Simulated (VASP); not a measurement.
# SiO2 (Ibam) in VASP: dielectric tensor with PBE

Aim: the dielectric tensor of SiO2 with PBE.

Everything below comes from runs of VASP 6.6.1. Logs are shortened: lines on timing, memory, paths and dates and some standing lists are left out, and cuts for length are marked.

## Step 1: The cell of the first run

The typed cell holds 6 atoms: a = 4.611 Å, b = 4.611 Å, c = 4.611 Å, α = 105.04°, β = 104.95°, γ = 118.86°.

## Step 2: Dielectric tensor, PBE

Input file INCAR:

```
SYSTEM = SiO2
PREC     = Accurate       ! precision mode
ENCUT    = 520            ! plane-wave cutoff, eV
EDIFF    = 1E-8           ! SCF threshold, eV
ISMEAR   = 0              ! smearing method
SIGMA    = 0.01           ! smearing width, eV
LREAL    = .False.        ! projectors in reciprocal space
LASPH    = .True.         ! aspherical terms in the spheres
NELM     = 120            ! most SCF steps
ALGO     = Normal         ! electronic algorithm
ISIF     = 2              ! what is computed and relaxed
LWAVE    = .False.        ! write WAVECAR
LCHARG   = .False.        ! write CHGCAR
GGA      = PE             ! functional
LEPSILON = .True.         ! dielectric tensor by DFPT
GGA_COMPAT= .False.
```

Input file KPOINTS:

```
Automatic mesh
0
Gamma
  6 6 6
  0 0 0
```

Input file POSCAR:

```
SiO2
1.0
   -2.8058995024      2.8087755226      2.3452081679
    2.8058995024     -2.8087755226      2.3452081679
    2.8058995024      2.8087755226     -2.3452081679
Si O
2 4
Direct
    0.2500000000      0.2500000000      0.0000000000
    0.7500000000      0.7500000000      0.0000000000
    0.1473070228      0.8524439467      0.9997509695
    0.6473070228      0.6475560533      0.2948630761
    0.3526929772      0.3524439467      0.7051369239
    0.8526929772      0.1475560533      0.0002490305
```

Potentials or basis: VASP PAW PBE potentials, release 64 (Si, O).

Started as:

```console
> cat potpaw_PBE.64/Si/POTCAR potpaw_PBE.64/O/POTCAR > POTCAR
> mpirun -np 1 vasp_std > vasp.out
```

OUTCAR:

```text
SYSTEM = SiO2
   PREC = Accurate
   ENCUT = 520
   EDIFF = 1E-8
   ISMEAR = 0
   LREAL = .False.
   LASPH = .True.
   NELM = 120
   ISIF = 2
   GGA = PE
   LEPSILON = .True.

 ion  position               nearest neighbor table
   1  0.250  0.250  0.000-   6 1.66   5 1.66   3 1.66   4 1.66   2 2.35   2 2.35
   2  0.750  0.750  0.000-   3 1.66   4 1.66   5 1.66   6 1.66   1 2.35   1 2.35
   3  0.147  0.852  1.000-   2 1.66   1 1.66
   4  0.647  0.648  0.295-   2 1.66   1 1.66
   5  0.353  0.352  0.705-   1 1.66   2 1.66
   6  0.853  0.148  0.000-   1 1.66   2 1.66

  LATTYP: Found a body centered orthorhombic cell.
 ALAT       =     4.6904163358
 B/A-ratio  =     1.1964394209
 C/A-ratio  =     1.1976657599

  Lattice vectors:

 A1 = (   2.8058995024,  -2.8087755226,   2.3452081679)
 A2 = (  -2.8058995024,  -2.8087755226,  -2.3452081679)
 A3 = (   2.8058995024,   2.8087755226,  -2.3452081679)

Analysis of symmetry for initial positions (statically):
=====================================================================
 Subroutine PRICEL returns:
 Original cell was already a primitive cell.

 Routine SETGRP: Setting up the symmetry group for a
 body centered orthorhombic supercell.

 Subroutine GETGRP returns: Found  8 space group operations
 (whereof  4 operations were pure point group operations)
 out of a pool of  8 trial point group operations.

The static configuration has the point symmetry C_2h.
 The point group associated with its full space group is D_2h.

Analysis of symmetry for dynamics (positions and initial velocities):
=====================================================================
 Subroutine PRICEL returns:
 Original cell was already a primitive cell.

 Routine SETGRP: Setting up the symmetry group for a
 body centered orthorhombic supercell.

 Subroutine GETGRP returns: Found  8 space group operations
 (whereof  4 operations were pure point group operations)
 out of a pool of  8 trial point group operations.

The dynamic configuration has the point symmetry C_2h.
 The point group associated with its full space group is D_2h.

 Subroutine INISYM returns: Found  8 space group operations
 (whereof  4 operations are pure point group operations),
 and found     1 'primitive' translations

----------------------------------------------------------------------------------------

[... 731 lines left out ...]

  FREE ENERGIE OF THE ION-ELECTRON SYSTEM (eV)
  ---------------------------------------------------
  free  energy   TOTEN  =       -44.8627392858 eV

  energy  without entropy=      -44.8627392858  energy(sigma->0) =      -44.86273929

 HEAD OF MICROSCOPIC STATIC DIELECTRIC TENSOR (INDEPENDENT PARTICLE, excluding Hartree and local field effects)
 ------------------------------------------------------
           2.664790     0.000000     0.000000
          -0.000000     2.664725     0.000000
           0.000000     0.000000     3.036443
 ------------------------------------------------------

 Free energy of the ion-electron system (eV)
  ---------------------------------------------------
  ---------------------------------------------------
  free energy    TOTEN  =        -0.31886080 eV

  energy without entropy =       -0.31886080

------------------------ aborting loop because EDIFF is reached ----------------------------------------

--------------------------------------- Ionic step        2  -------------------------------------------

------------------------ aborting loop because EDIFF is reached ----------------------------------------

--------------------------------------- Ionic step        3  -------------------------------------------

 Free energy of the ion-electron system (eV)
  ---------------------------------------------------
  ---------------------------------------------------
  free energy    TOTEN  =        -0.43573156 eV

  energy without entropy =       -0.43573156

------------------------ aborting loop because EDIFF is reached ----------------------------------------

 PIEZOELECTRIC TENSOR FIELD DIRECTION 3  (e Angst)
 -----------------------------------------------------------------------------
     0.00009  0.00000  0.00000           (  0.00001  0.00000  0.00000)
     0.00000  0.00006  0.00000           (  0.00000  0.00001  0.00000)
     0.00000  0.00000  0.00006           (  0.00000  0.00000  0.00000)

 PIEZOELECTRIC TENSOR FIELD DIRECTION 3  (C/m^2)
 -----------------------------------------------------------------------------
     0.00002  0.00000  0.00000
     0.00000  0.00001  0.00000
     0.00000  0.00000  0.00001

 MACROSCOPIC STATIC DIELECTRIC TENSOR (including local field effects in DFT)
 ------------------------------------------------------
           2.421525     0.000000     0.000000
          -0.000000     2.421974     0.000000
           0.000000     0.000000     2.939962
 ------------------------------------------------------

 PIEZOELECTRIC TENSOR (including local field effects)  for field in x, y, z        (e  Angst)
          XX          YY          ZZ          XY          YZ          ZX
  --------------------------------------------------------------------------------
  x     0.00000     0.00000     0.00000     0.00000     0.00000     0.00000
  y     0.00000     0.00000     0.00000     0.00000     0.00000     0.00000
  z     0.00000     0.00000     0.00000     0.00000     0.00000     0.00000

 PIEZOELECTRIC TENSOR (including local field effects)  for field in x, y, z        (C/m^2)
          XX          YY          ZZ          XY          YZ          ZX
  --------------------------------------------------------------------------------
  x     0.00000     0.00000     0.00000     0.00000     0.00000     0.00000
  y     0.00000     0.00000     0.00000     0.00000     0.00000     0.00000
  z     0.00000     0.00000     0.00000     0.00000     0.00000     0.00000

 BORN EFFECTIVE CHARGES (including local field effects) (in |e|, cummulative output)
 ---------------------------------------------------------------------------------
 ion    1
    1     2.41441     0.00000     0.00000
    2     0.00000     2.41509     0.00000
    3     0.00000     0.00000     3.93706
 ion    2
    1     2.41441     0.00000     0.00000
    2     0.00000     2.41509     0.00000
    3     0.00000     0.00000     3.93706
 ion    3
    1    -1.20720     0.35550    -0.00000
    2     0.35562    -1.20754     0.00000
    3     0.00000     0.00000    -1.96853
 ion    4
    1    -1.20720    -0.35550    -0.00000
    2    -0.35562    -1.20754     0.00000
    3     0.00000     0.00000    -1.96853
 ion    5
    1    -1.20720    -0.35550    -0.00000
    2    -0.35562    -1.20754     0.00000
    3     0.00000     0.00000    -1.96853
 ion    6
    1    -1.20720     0.35550    -0.00000
    2     0.35562    -1.20754     0.00000
    3     0.00000     0.00000    -1.96853
```

OSZICAR:

```text
N       E                     dE             d eps       ncg     rms          rms(c)
DAV:   1     0.188751986217E+03    0.18875E+03   -0.16990E+04  1840   0.147E+03
DAV:   2    -0.392942156122E+02   -0.22805E+03   -0.21857E+03  2588   0.321E+02
DAV:   3    -0.501779157186E+02   -0.10884E+02   -0.10838E+02  2200   0.766E+01
DAV:   4    -0.503043728129E+02   -0.12646E+00   -0.12620E+00  2208   0.917E+00
[... 11 lines left out ...]
RMM:   6    -0.435456128613E+00   -0.52549E-03   -0.10362E-05  3208   0.244E-02    0.874E-03
RMM:   7    -0.435693757241E+00   -0.23763E-03   -0.16023E-06  3016   0.941E-03    0.906E-04
RMM:   8    -0.435734632770E+00   -0.40876E-04   -0.70052E-08  3217   0.162E-03    0.409E-04
RMM:   9    -0.435733030814E+00    0.16020E-05   -0.25192E-08  3227   0.720E-04    0.141E-04
RMM:  10    -0.435731117839E+00    0.19130E-05   -0.18296E-08  2757   0.245E-04    0.507E-05
RMM:  11    -0.435731556424E+00   -0.43859E-06   -0.17841E-08  1784   0.177E-04    0.581E-06
```

stdout:

```text
POSCAR found type information on POSCAR SiO
 POSCAR found :  2 types and       6 ions
 scaLAPACK will be used
 LDA part: xc-table for (Slater+PW92), standard interpolation
 POSCAR, INCAR and KPOINTS ok, starting setup
 FFT: planning ... GRIDC
 FFT: planning ... GRID_SOFT
 FFT: planning ... GRID
 WAVECAR not read
 entering main loop
 Linear response reoptimize wavefunctions to high precision
 Linear response G [H, r] |phi>, progress :
  Direction:   1
 Linear response G [H, r] |phi>, progress :
  Direction:   2
 Linear response G [H, r] |phi>, progress :
  Direction:   3
 Linear response to external field (no local field effect), progress :
  Direction:   1
 dielectric tensor                  component  1 :     2.665    -0.001    -0.016
 Linear response to external field (no local field effect), progress :
  Direction:   2
 dielectric tensor                  component  2 :    -0.001     2.665    -0.016
 Linear response to external field (no local field effect), progress :
  Direction:   3
 dielectric tensor                  component  3 :    -0.016    -0.016     3.036
 Linear response to external field, progress :
  Direction:   1
 dielectric tensor                  component  1 :     2.422     0.002    -0.013
 Linear response to external field, progress :
  Direction:   2
 dielectric tensor                  component  2 :     0.002     2.422    -0.013
 Linear response to external field, progress :
  Direction:   3
 dielectric tensor                  component  3 :    -0.017    -0.017     2.940
 Born effective charges drift removed
```

Run time: 4 min. Hardware: 1 thread of Intel Xeon 6975P-C (Granite Rapids), shared host; peak memory 0.34 GiB.

Results:

- Band gap on the k mesh: 4.98 eV (least direct gap 5.49 eV)
- Electronic dielectric tensor (diagonal): 2.42, 2.42, 2.94
- Born charges (mean of the diagonal): Si +2.92; O -1.46 e

Levels at points of the mesh, in eV from the valence-band top:
| k point | band 12 | band 13 | band 14 | band 15 | band 16 | band 17 | band 18 | band 19 | band 20 |
| --- | --- | --- | --- | --- | --- | --- | --- | --- | --- |
| (0.00, 0.00, 0.00) | -2.49 | -1.04 | -0.79 | -0.50 | -0.50 | 4.98 | 9.54 | 9.55 | 10.86 |
| (0.50, 0.00, 0.00) | -1.77 | -1.14 | -1.14 | -1.06 | -1.06 | 8.55 | 8.55 | 8.87 | 8.87 |
| (0.00, 0.50, 0.00) | -1.77 | -1.14 | -1.14 | -1.06 | -1.06 | 8.55 | 8.55 | 8.87 | 8.87 |
| (0.50, 0.50, 0.00) | -2.76 | -1.72 | -1.13 | -0.47 | -0.33 | 6.57 | 9.00 | 9.40 | 10.25 |
| (0.50, 0.50, 0.50) | -3.04 | -2.61 | -1.07 | -1.07 | 0.00 | 7.87 | 8.67 | 8.82 | 8.83 |

Electronic dielectric tensor:
```
2.42 0.00 0.00
0.00 2.42 0.00
0.00 0.00 2.94
```

Born effective charge tensors (e):
atom 1, Si
```
2.41 0.00 0.00
0.00 2.42 0.00
0.00 0.00 3.94
```
atom 2, Si
```
2.41 0.00 0.00
0.00 2.42 0.00
0.00 0.00 3.94
```
atom 3, O
```
-1.21  0.36  0.00
 0.36 -1.21  0.00
 0.00  0.00 -1.97
```
atom 4, O
```
-1.21 -0.36  0.00
-0.36 -1.21  0.00
 0.00  0.00 -1.97
```
atom 5, O
```
-1.21 -0.36  0.00
-0.36 -1.21  0.00
 0.00  0.00 -1.97
```
atom 6, O
```
-1.21  0.36  0.00
 0.36 -1.21  0.00
 0.00  0.00 -1.97
```
